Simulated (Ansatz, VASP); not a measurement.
## Al in VASP and in Ansatz

```xyz
1
Lattice="0.0000 1.9913 2.0909 1.9913 0.0000 2.0909 1.9913 1.9913 0.0000" Properties=species:S:1:pos:R:3 pbc="T T T"
Al    0.0000    0.0000    0.0000
```

Alike in both runs: task single point; functional r2SCAN; k mesh 22 × 22 × 22; occupations gaussian, width 0.2 eV; no spin polarisation.

```csv
,VASP,Ansatz
version,VASP 6.6.1,Ansatz 0.2.0
potentials or method,"VASP PAW PBE potentials, release 64 (Al), cutoff 520 eV","scalar-relativistic, plane waves, PAW"
valence electrons in the cell,3,3
```

Ansatz gave:

```
gap on the k mesh at the Fermi level (eV)                     : none
pressure (GPa)                                                : -3.2
traceless stress, the component that is largest in VASP (GPa) : -2.20
```

Q: Estimate VASP's values.

A: gap on the k mesh at the Fermi level (eV): none; pressure (GPa): -3.5; traceless stress, the component that is largest in VASP (GPa): -2.20.

VASP's potentials were made for PBE, not for r2SCAN. A gap of «none» marks a metal or a gap that the smearing closes. With one functional, cell and mesh, what is left measures potentials, basis and numerics.
